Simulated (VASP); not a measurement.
Runs of VASP 6.6.1 on MgS. The structure is that of space group F-43m (No. 216), or close to it. The cells are those of the table. 

```tsv
cell	gap on the mesh (eV)	pressure (GPa)
a = 4.064, b = 4.064, c = 4.003 Å, angles 60.5, 60.5, 59.0°, 2 atoms	4.32	(b)
a = 4.084, b = 4.084, c = 4.003 Å, angles 60.7, 60.7, 58.7°, 2 atoms	(c)	(a)
a = 4.024, b = 4.024, c = 4.003 Å, angles 60.2, 60.2, 59.7°, 2 atoms	4.45	-0.7
a = 4.044, b = 4.044, c = 4.003 Å, angles 60.3, 60.3, 59.3°, 2 atoms	4.39	-1.3
a = 3.983, b = 3.983, c = 4.003 Å, angles 59.8, 59.8, 60.3°, 2 atoms	4.55	0.5
```

Alike in all rows: task single point; level HSE06; potentials or basis VASP PAW PBE potentials, release 64 (Mg, S); no spin polarisation; k mesh 6 × 6 × 6; cutoff (eV) 520; smearing gaussian 0.01 eV.

Fill in the values left out.

(a) -2.3; (b) -1.8; (c) 4.26.

Caveats: the PAW data sets were made with another functional, which shifts forces and pressure a little.

A k mesh can miss the band edges.
